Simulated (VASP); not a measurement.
A run of VASP 6.6.1 is set up as follows.

POSCAR

```
Cu
1.0
   -1.4428848942      1.4428848942      1.4428848942
    1.4428848942     -1.4428848942      1.4428848942
    1.4428848942      1.4428848942     -1.4428848942
Cu
1
Direct
    0.0000000000      0.0000000000      0.0000000000
```

INCAR.step1

```
PREC = Accurate
ENCUT = 520
EDIFF = 1E-5
ISMEAR = 0
SIGMA = 0.05
LREAL = False
LASPH = True
NELM = 60
ALGO = Normal
ISIF = 2
LWAVE = True
NBANDS = 12
GGA = PE
KPAR = 4
```

The input INCAR.step2:

```
PREC = Accurate
ENCUT = 520
EDIFF = 1E-6
ISMEAR = 0
SIGMA = 0.05
LREAL = False
LASPH = True
NELM = 60
ALGO = Normal
ISIF = 2
LWAVE = False
LCHARG = True
GGA = PE
LHFCALC = True
HFSCREEN = 0.2079
PRECFOCK = Normal
LVHAR = True
NBANDS = 12
ISTART = 1
KPAR = 4
```

Contents of KPOINTS:

```
Automatic mesh
0
Gamma
  10 10 10
```

Potentials or basis: VASP PAW PBE potentials, release 64 (Cu).

Run with:

```sh
$ cat potpaw_PBE.64/Cu/POTCAR > POTCAR
$ cp INCAR.step1 INCAR
$ mpirun -np 4 vasp_std > vasp.out
$ cp INCAR.step2 INCAR
$ mpirun -np 4 vasp_std > vasp.out
```

Q: What does it give for the band gap on the k mesh?

A: Zero (an odd number of electrons rules out a gap without spin polarisation).

Q: What does it give for the pressure?

A: 0.2 GPa.

Caveat: the PAW data sets were made with another functional, which shifts forces and pressure a little.
